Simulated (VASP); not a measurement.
# MoS2 (R3m) in VASP: a series of runs

The runs below take MoS2 through single point, with PBEsol.

Program: VASP 6.6.1. These are calculated values, not measurements. Logs are shortened: lines on timing, memory, paths and dates and some standing lists are left out, and cuts for length are marked.

## (1) The cell of the first run

Symmetry: R3m, No. 160, trigonal system. Conventional cell: a = 3.174 Å, b = 3.174 Å, c = 18.431 Å, α = 90.00°, β = 90.00°, γ = 120.00°. Mo (site symmetry 3m) has 6 S at 2.37 Å and 6 Mo at 3.17 Å within 3.2 Å. Within 3.2 Å of S (site symmetry 3m) lie 3 Mo at 2.37 Å and 7 S at 3.01 to 3.17 Å. Within 3.2 Å of S (site symmetry 3m) lie 3 Mo at 2.37 Å and 7 S at 3.01 to 3.17 Å.

## (2) Single point, PBEsol (17.86 Å³/atom)

Contents of INCAR:

```
SYSTEM = MoS2
ALGO     = Normal         ! electronic algorithm
EDIFF    = 1E-7           ! SCF threshold, eV
ENCUT    = 520            ! plane-wave cutoff, eV
GGA      = PS             ! functional
ISIF     = 2              ! what is computed and relaxed
ISMEAR   = -1             ! smearing method
LASPH    = .True.         ! aspherical terms in the spheres
LCHARG   = .False.        ! write CHGCAR
LREAL    = .False.        ! projectors in reciprocal space
LWAVE    = .False.        ! write WAVECAR
NBANDS   = 20             ! bands
NELM     = 100            ! most SCF steps
PREC     = Accurate       ! precision mode
SIGMA    = 0.05           ! smearing width, eV
```

Contents of KPOINTS:

```
k-points
0
Gamma
  13 13 13
  0 0 0
```

Contents of POSCAR:

```
MoS2
1.0
    1.5867545494      0.9161131662      6.1436734385
   -1.5867545494      0.9161131662      6.1436734385
    0.0000000000     -1.8322263324      6.1436734385
Mo S
1 2
Direct
    0.0000000000      0.0000000000      0.0000000000
    0.7484000000      0.7484000000      0.7484000000
    0.5849000000      0.5849000000      0.5849000000
```

Potentials or basis: VASP PAW PBE potentials, release 64 (Mo_sv, S).

The run is started by

```console
cat potpaw_PBE.64/Mo_sv/POTCAR potpaw_PBE.64/S/POTCAR > POTCAR
mpirun -np 1 vasp_std > vasp.out
```

OUTCAR:

```text
SYSTEM = MoS2
   EDIFF = 1E-7
   ENCUT = 520
   GGA = PS
   ISIF = 2
   ISMEAR = -1
   LASPH = .True.
   LREAL = .False.
   NELM = 100
   PREC = Accurate

 ion  position               nearest neighbor table
   1  0.000  0.000  0.000-   2 2.37   2 2.37   2 2.37   3 2.37   3 2.37   3 2.37
   2  0.748  0.748  0.748-   1 2.37   1 2.37   1 2.37
   3  0.585  0.585  0.585-   1 2.37   1 2.37   1 2.37

  LATTYP: Found a trigonal (rhomboedric) cell.
 ALAT       =     6.4110667328
 COS(alpha) =     0.8774851014

  Lattice vectors:

 A1 = (   1.5867545494,   0.9161131662,   6.1436734385)
 A2 = (  -1.5867545494,   0.9161131662,   6.1436734385)
 A3 = (   0.0000000000,  -1.8322263324,   6.1436734385)

Analysis of symmetry for initial positions (statically):
=====================================================================
 Subroutine PRICEL returns:
 Original cell was already a primitive cell.

 Routine SETGRP: Setting up the symmetry group for a
 trigonal (rhombohedral) supercell.

 Subroutine GETGRP returns: Found  6 space group operations
 (whereof  6 operations were pure point group operations)
 out of a pool of 12 trial point group operations.

The static configuration has the point symmetry C_3v.

Analysis of symmetry for dynamics (positions and initial velocities):
=====================================================================
 Subroutine PRICEL returns:
 Original cell was already a primitive cell.

 Routine SETGRP: Setting up the symmetry group for a
 trigonal (rhombohedral) supercell.

 Subroutine GETGRP returns: Found  6 space group operations
 (whereof  6 operations were pure point group operations)
 out of a pool of 12 trial point group operations.

The dynamic configuration has the point symmetry C_3v.

 Subroutine INISYM returns: Found  6 space group operations
 (whereof  6 operations are pure point group operations),
 and found     1 'primitive' translations

----------------------------------------------------------------------------------------

                                     Primitive cell

  volume of cell :      53.5844

  direct lattice vectors                    reciprocal lattice vectors
     1.586754549  0.916113166  6.143673438     0.315108597  0.181928033  0.054256356
    -1.586754549  0.916113166  6.143673438    -0.315108597  0.181928033  0.054256356
     0.000000000 -1.832226332  6.143673438     0.000000000 -0.363856067  0.054256356

  length of vectors
     6.411066733  6.411066733  6.411066733     0.367879042  0.367879042  0.367879042

[... 81 lines left out ...]
   NELM   =    100;   NELMIN=  2; NELMDL= -5     # of ELM steps
   EDIFF  = 0.1E-06   stopping-criterion for ELM
   LREAL  =      F    real-space projection
   EDIFFG = 0.1E-05   stopping-criterion for IOM
   NSW    =      0    number of steps for IOM
   IBRION =     -1    ionic relax: 0-MD 1-quasi-New 2-CG
   NFREE  =      0    steps in history (QN), initial steepest desc. (CG)
   ISIF   =      2    stress and relaxation
   ISYM   =      2    0-nonsym 1-usesym 2-fastsym
   POTIM  = 0.5000    time-step for ionic-motion
   TEBEG  =    0.0;   TEEND  =   0.0 temperature during run
   PSTRESS=    0.0 pullay stress
   NELECT =      26.0000    total number of electrons
   NUPDOWN=      -1.0000    fix difference up-down
   EMIN   =  10.00;   EMAX   =-10.00  energy-range for DOS
   EFERMI =   0.00;   METHOD = LEGACY
   ISMEAR =    -1;   SIGMA  =   0.05  broadening in eV -4-tet -1-fermi 0-gaus
   EFERMI_NEDOS =   21; number of points for ismear=-14 and -15
   IALGO  =     38    algorithm
   IMIX   =      4    mixing-type and parameters
     AMIX     =   0.40;   BMIX     =  1.00
     AMIX_MAG =   1.60;   BMIX_MAG =  1.00
  volume/ion in A,a.u.               =      17.86       120.54
  Fermi-wavevector in a.u.,A,eV,Ry     =   1.286431  2.431002 22.516349  1.654905
  Thomas-Fermi vector in A             =   2.418506
   LORBIT       =      0    0 simple, 1 ext, 2 COOP (PROOUT), +10 PAW based schemes
   GGA     = PS    functional components
   LHFCALC =     F    Hartree Fock is set to
   AEXX    =    0.0000 exact exchange contribution
   IVDW    =     0    specifies the selected vdW correction
   LEPSILON=     F    determine dielectric tensor
   LRPA    =     F    only Hartree local field effects (RPA)
 non-spin polarized calculation
  energy-cutoff  :      520.00
  volume of cell :       53.58
 maximum number of plane-waves:      1462
   NGX = 23   NGY = 23   NGZ = 23

 number of electron      26.0000001 magnetization

 Free energy of the ion-electron system (eV)
  ---------------------------------------------------
  ext. energy  EPLUGINS =         0.00000000
  ---------------------------------------------------
  free energy    TOTEN  =       -23.40857704 eV

  energy without entropy =      -23.40857015  energy(sigma->0) =      -23.40857359

 E-fermi :   7.8923     XC(G=0): -10.9264

 val. band max:        7.5947293304   @ k =   0.4615   0.4615   0.4615
 cond. band min:       8.3389966205   @ k =  -0.3077   0.3077   0.0000
 fundamental gap:      0.7442672900
 Fermi energy:         7.8923043953

 k-point     1 :       0.0000    0.0000    0.0000
  band No.  band energies     occupation
      1     -53.9964      2.00000
      2     -28.1998      2.00000
      3     -27.9871      2.00000
      4     -27.9871      2.00000
      5      -7.6859      2.00000
      6      -5.8588      2.00000
[... 541 lines left out ...]
     19      15.4011      0.00000
     20      15.9636      0.00000

 [... further k-points ...]

------------------------ aborting loop because EDIFF is reached ----------------------------------------

  FORCE on cell =-STRESS in cart. coord.  units (eV):
  Direction    XX          YY          ZZ          XY          YZ          ZX
  --------------------------------------------------------------------------------------
  -------------------------------------------------------------------------------------
  Total        0.0308943      0.0308943      2.5102174      0.0000000      0.0000000      0.0000000
  in kB        0.9237411      0.9237411     75.0556970      0.0000000      0.0000000      0.0000000
  external PRESSURE =      25.6343931 kB  Pullay stress =       0.0000000 kB

 VOLUME and BASIS-vectors are now :
 -----------------------------------------------------------------------------
  energy-cutoff  :      520.00
  volume of cell :       53.58
      direct lattice vectors                 reciprocal lattice vectors
     1.586754549  0.916113166  6.143673438     0.315108597  0.181928033  0.054256356
    -1.586754549  0.916113166  6.143673438    -0.315108597  0.181928033  0.054256356
     0.000000000 -1.832226332  6.143673438     0.000000000 -0.363856067  0.054256356

 POSITION                                       TOTAL-FORCE (eV/Angst)
 -----------------------------------------------------------------------------------
      0.00000      0.00000      0.00000         0.000000      0.000000     -0.003383
      0.00000      0.00000     13.79378         0.000000      0.000000      0.828068
      0.00000      0.00000     10.78030         0.000000     -0.000000     -0.824684
 -----------------------------------------------------------------------------------
    total drift:                                0.000000      0.000000      0.000007

  FREE ENERGIE OF THE ION-ELECTRON SYSTEM (eV)
  ---------------------------------------------------
  free  energy   TOTEN  =       -23.4085770414 eV

  energy  without entropy=      -23.4085701451  energy(sigma->0) =      -23.40857359
```

OSZICAR:

```text
N       E                     dE             d eps       ncg     rms          rms(c)
DAV:   1     0.182180997397E+03    0.18218E+03   -0.13538E+04  9256   0.123E+03
DAV:   2    -0.173600693291E+02   -0.19954E+03   -0.19411E+03 11184   0.315E+02
DAV:   3    -0.247711353748E+02   -0.74111E+01   -0.73393E+01 11500   0.570E+01
DAV:   4    -0.248549129812E+02   -0.83778E-01   -0.83732E-01 11312   0.644E+00
DAV:   5    -0.248561998189E+02   -0.12868E-02   -0.12868E-02 11688   0.780E-01    0.269E+01
DAV:   6    -0.237257495743E+02    0.11305E+01   -0.92843E+00  9812   0.190E+01    0.906E+00
DAV:   7    -0.235084100768E+02    0.21734E+00   -0.30998E+00  9460   0.104E+01    0.623E+00
DAV:   8    -0.234094929016E+02    0.98917E-01   -0.47781E-01 10412   0.432E+00    0.165E+00
DAV:   9    -0.234094883091E+02    0.45925E-05   -0.17870E-02 11036   0.832E-01    0.587E-01
DAV:  10    -0.234085693997E+02    0.91891E-03   -0.64020E-03 10376   0.545E-01    0.103E-01
DAV:  11    -0.234085925142E+02   -0.23115E-04   -0.63769E-04 10808   0.175E-01    0.875E-02
DAV:  12    -0.234085683388E+02    0.24175E-04   -0.82711E-05 10624   0.539E-02    0.191E-02
DAV:  13    -0.234085770128E+02   -0.86740E-05   -0.11382E-05  9940   0.195E-02    0.425E-03
DAV:  14    -0.234085770414E+02   -0.28675E-07   -0.90490E-07 11856   0.567E-03
   1 F= -.23408577E+02 E0= -.23408574E+02  d E =-.689639E-05
```

Wall time 13 min (1 thread of AMD EPYC 9R14 (Zen 4), shared host); peak memory 0.44 GiB.

Results:

* Free energy: -23.4086 eV
* Pressure: 2.6 GPa
* Largest force: 0.828 eV/Å
* Band gap on the k mesh: 0.74 eV (least direct gap 1.79 eV)

Forces on the atoms (eV/Å):
```
Mo   0.000  0.000 -0.003
S    0.000  0.000  0.828
S    0.000  0.000 -0.825
```

Levels at points of the mesh, in eV from the valence-band top:
| k point | band 10 | band 11 | band 12 | band 13 | band 14 | band 15 | band 16 | band 17 |
| --- | --- | --- | --- | --- | --- | --- | --- | --- |
| (0.00, 0.00, 0.00) | -2.62 | -2.62 | -1.30 | -1.16 | 1.90 | 1.90 | 2.41 | 2.41 |

Caveat: the stress differs along the axes, from 0 to 8 GPa; the PAW data sets were made with another functional, which shifts forces and pressure a little.

## (3) Single point, PBEsol (18.04 Å³/atom)

This run uses another cell than the first one, of 18.04 Å³/atom.

Contents of INCAR:

```
SYSTEM = MoS2
PREC     = Accurate       ! precision mode
ENCUT    = 520            ! plane-wave cutoff, eV
EDIFF    = 1E-6           ! SCF threshold, eV
ISMEAR   = -1             ! smearing method
SIGMA    = 0.05           ! smearing width, eV
LREAL    = .False.        ! projectors in reciprocal space
LASPH    = .True.         ! aspherical terms in the spheres
NELM     = 100            ! most SCF steps
ALGO     = Normal         ! electronic algorithm
ISIF     = 2              ! what is computed and relaxed
LWAVE    = .False.        ! write WAVECAR
LCHARG   = .True.         ! write CHGCAR
GGA      = PS             ! functional
LELF     = .True.         ! ELF
LVHAR    = .True.       
NBANDS   = 20             ! bands
```

Contents of KPOINTS:

```
regular mesh
0
Gamma
  13 13 13
  0 0 0
```

Contents of POSCAR:

```
MoS2
1.0
    1.5919741743      0.9191267181      6.1638830361
   -1.5919741743      0.9191267181      6.1638830361
    0.0000000000     -1.8382534361      6.1638830361
Mo S
1 2
Direct
    0.0000000000      0.0000000000      0.0000000000
    0.7484000000      0.7484000000      0.7484000000
    0.5849000000      0.5849000000      0.5849000000
```

Potentials or basis: VASP PAW PBE potentials, release 64 (Mo_sv, S).

The run is started by

```console
cat potpaw_PBE.64/Mo_sv/POTCAR potpaw_PBE.64/S/POTCAR > POTCAR
mpirun -np 1 vasp_std > vasp.out
```

Wall time 13 min (1 thread of AMD EPYC 9R14 (Zen 4), shared host); peak memory 0.44 GiB.

It converged, with:

| Quantity | Value |
| --- | --- |
| Free energy | -23.4147 eV |
| Pressure | 1.0 GPa |
| Largest force | 0.651 eV/Å |
| Band gap on the k mesh | 0.75 eV (least direct gap 1.77 eV) |

Forces on the atoms (eV/Å):
```
Mo   0.000  0.000 -0.003
S    0.000  0.000  0.651
S    0.000  0.000 -0.648
```

Stress tensor (GPa, compression positive):
```
-1.39  0.00  0.00
 0.00 -1.39  0.00
 0.00  0.00  5.80
```

Levels at points of the mesh, in eV from the valence-band top:
```
           k point  band 11  band 12  band 13  band 14  band 15  band 16
(0.00, 0.00, 0.00)    -2.58    -1.29    -1.13     1.89     1.89     2.39
```

Caveat: the stress differs along the axes, from -1 to 6 GPa; the PAW data sets were made with another functional, which shifts forces and pressure a little.

## (4) Single point, PBEsol (18.39 Å³/atom)

This run uses another cell than the first one, of 18.39 Å³/atom.

Contents of INCAR:

```
PREC = Accurate ; ENCUT = 520
EDIFF = 1E-7 ; ISMEAR = -1
SIGMA = 0.05 ; LREAL = F
LASPH = T ; NELM = 60
ALGO = Normal ; ISIF = 2
LWAVE = F ; LCHARG = F
GGA = PS ; NBANDS = 20
```

Contents of KPOINTS:

```
Automatic mesh
0
Gamma
  13 13 13
```

Contents of POSCAR:

```
MoS2
1.0
    1.6023119586      0.9250952406      6.2039093722
   -1.6023119586      0.9250952406      6.2039093722
    0.0000000000     -1.8501904812      6.2039093722
Mo S
1 2
Direct
    0.0000000000      0.0000000000      0.0000000000
    0.7484000000      0.7484000000      0.7484000000
    0.5849000000      0.5849000000      0.5849000000
```

The run is started by

```console
cat potpaw_PBE.64/Mo_sv/POTCAR potpaw_PBE.64/S/POTCAR > POTCAR
mpirun -np 1 vasp_std > vasp.out
```

Wall time 12 min (1 thread of AMD EPYC 9R14 (Zen 4), shared host); peak memory 0.44 GiB.

The run converged. Its results:

| Item | Value |
| --- | --- |
| Free energy | -23.4121 eV |
| Pressure | -1.9 GPa |
| Largest force | 0.316 eV/Å |
| Band gap on the k mesh | 0.75 eV (least direct gap 1.72 eV) |

Forces on the atoms (eV/Å):
```
Mo   0.000  0.000 -0.003
S    0.000  0.000  0.316
S    0.000  0.000 -0.313
```

Stress tensor (GPa, compression positive):
```
-4.13  0.00  0.00
 0.00 -4.13  0.00
 0.00  0.00  2.64
```

Levels at points of the mesh, in eV from the valence-band top:
| k point | band 10 | band 11 | band 12 | band 13 | band 14 | band 15 | band 16 | band 17 |
| --- | --- | --- | --- | --- | --- | --- | --- | --- |
| (0.00, 0.00, 0.00) | -2.52 | -2.52 | -1.27 | -1.06 | 1.87 | 1.87 | 2.33 | 2.33 |

Caveat: the stress differs along the axes, from -4 to 3 GPa; the PAW data sets were made with another functional, which shifts forces and pressure a little.

## (5) The runs side by side

| cell | gap on the mesh (eV) | pressure (GPa) | largest force (eV/Å) |
| --- | --- | --- | --- |
| a = 6.411 Å, angles 28.7°, 3 atoms | 0.74 | 2.6 | 0.83 |
| a = 6.432 Å, angles 28.7°, 3 atoms | 0.75 | 1.0 | 0.65 |
| a = 6.474 Å, angles 28.7°, 3 atoms | 0.75 | -1.9 | 0.32 |

Alike in all rows: task single point; level PBEsol; potentials or basis VASP PAW PBE potentials, release 64 (Mo_sv, S); no spin polarisation; k mesh 13 × 13 × 13; cutoff (eV) 520; smearing fermi-dirac 0.05 eV.

Caveats: the PAW data sets were made with another functional, which shifts forces and pressure a little; the stress differs along the axes, from 0 to 8 GPa (at least some runs); the stress differs along the axes, from -1 to 6 GPa (at least some runs); the stress differs along the axes, from -4 to 3 GPa (at least some runs).

Absolute energies hang on the potentials; compare differences alone.
